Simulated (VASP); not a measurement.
A run of VASP 6.6.1 is set up as follows.

File INCAR:

```
PREC = Accurate ; ENCUT = 520
EDIFF = 1E-6 ; ISMEAR = -1
SIGMA = 0.1 ; LREAL = False
LASPH = True ; NELM = 80
ALGO = Normal ; ISIF = 2
LWAVE = False ; LCHARG = False
GGA = PS ; NBANDS = 18
```

File KPOINTS:

```
regular mesh
0
Gamma
  9 9 9
```

File POSCAR:

```
Be
1.0
    3.9998281873      0.0000000000      0.0000000000
    0.0000000000      3.9998281873      0.0000000000
    0.0000000000      0.0000000000      3.9998281873
Be
8
Direct
    1.0000000000      0.0000000000      1.0000000000
    0.5000000000      0.5000000000      0.5000000000
    0.2500000000      0.0000000000      0.5000000000
    0.7500000000      0.0000000000      0.5000000000
    0.5000000000      0.2500000000      0.0000000000
    0.5000000000      0.7500000000      1.0000000000
    1.0000000000      0.5000000000      0.2500000000
    0.0000000000      0.5000000000      0.7500000000
```

Potentials or basis: VASP PAW PBE potentials, release 64 (Be).

Launch:

```sh
$ cat potpaw_PBE.64/Be/POTCAR > POTCAR
$ mpirun -np 1 vasp_std > vasp.out
```

Question: What does it give for the band gap on the k mesh?

Answer: Zero (bands 8 and 9 overlap by 2.42 eV).

Question: Predict the pressure.

Answer: 0.1 GPa.

Caveat: the PAW data sets were made with another functional, which shifts forces and pressure a little.
